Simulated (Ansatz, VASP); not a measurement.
## Pb: VASP beside Ansatz

INCAR

```
SYSTEM = Pb
  PREC = Accurate
  ENCUT = 600
  EDIFF = 1E-6
  ISMEAR = -1
  SIGMA = 0.05
  LREAL = .False.
  LASPH = .True.
  NELM = 80
  ALGO = Fast
  ISIF = 3
  LWAVE = .False.
  LCHARG = .False.
  GGA = B5
  ALDAX = 1.0
  AGGAX = 1.0
  AGGAC = 1.0
  ALDAC = 0.0
  IVDW = 12
  VDW_S6 = 1.0
  VDW_S8 = 2.6996
  VDW_A1 = 0.4298
  VDW_A2 = 4.2359
  IBRION = 2
  NSW = 60
  EDIFFG = -0.01
```

File KPOINTS:

```
Automatic mesh
0
Gamma
  9 9 9
  0 0 0
```

Contents of POSCAR:

```
Pb
1.0
   -1.9796595667      1.9796595667      1.9796595667
    1.9796595667     -1.9796595667      1.9796595667
    1.9796595667      1.9796595667     -1.9796595667
Pb
1
Direct
    0.0000000000      0.0000000000      0.0000000000
```

File input.yaml:

```yaml
crystal:
  lattice:
    - [-1.9796595667, 1.9796595667, 1.9796595667]
    - [1.9796595667, -1.9796595667, 1.9796595667]
    - [1.9796595667, 1.9796595667, -1.9796595667]
  atoms:
    - { symbol: Pb, position: [0.0, 0.0, 0.0] }
hamiltonian:
  xc: blyp
  pseudopotentials: { kind: paw }
  dispersion: d3bj
kpoints:
  mp_grid: { grid: [9, 9, 9] }
scf:
  occupations: { method: fermi_dirac, width: 0.05 }
output:
  forces: true
  stress: true
  eigenvalues: true
  write_density: true
  write_potential: true
  elf: true
  volumetric_format: npy
relax:
  f_tol: 0.01
  max_steps: 40
  cell: { stress_tol: 0.05 }
```

Alike in both runs: task relaxation of cell and atoms; functional BLYP; dispersion D3(BJ); k mesh 9 × 9 × 9; occupations fermi-dirac, width 0.05 eV; no spin polarisation.

|  | VASP | Ansatz |
| --- | --- | --- |
| version | VASP 6.6.1 | Ansatz 0.2.0 |
| potentials or method | VASP PAW PBE potentials, release 64 (Pb_d) | Ansatz PAW |
| plane-wave cutoff (eV) | 600 | 420 |
| valence electrons in the cell | 14 | 14 |

VASP gave:

```
gap on the k mesh at the Fermi level, each at its own relaxed structure (eV) : none
relaxed volume (Å³/atom)                                                     : 30.64
relaxed cell length with the largest relative difference (Å)                 : 3.414
```

Question: What did Ansatz give for the same quantities?

Answer: gap on the k mesh at the Fermi level, each at its own relaxed structure (eV): none; relaxed volume (Å³/atom): 30.54; relaxed cell length with the largest relative difference (Å): 3.411.

VASP's potentials were made for PBE, not for BLYP. A gap of «none» marks a metal or a gap that the smearing closes.

Spin-orbit coupling is off throughout. Noted on Ansatz's run: the plane-wave basis is chosen anew once the cell has moved, so the energies of steps on either side of that aren't comparable.
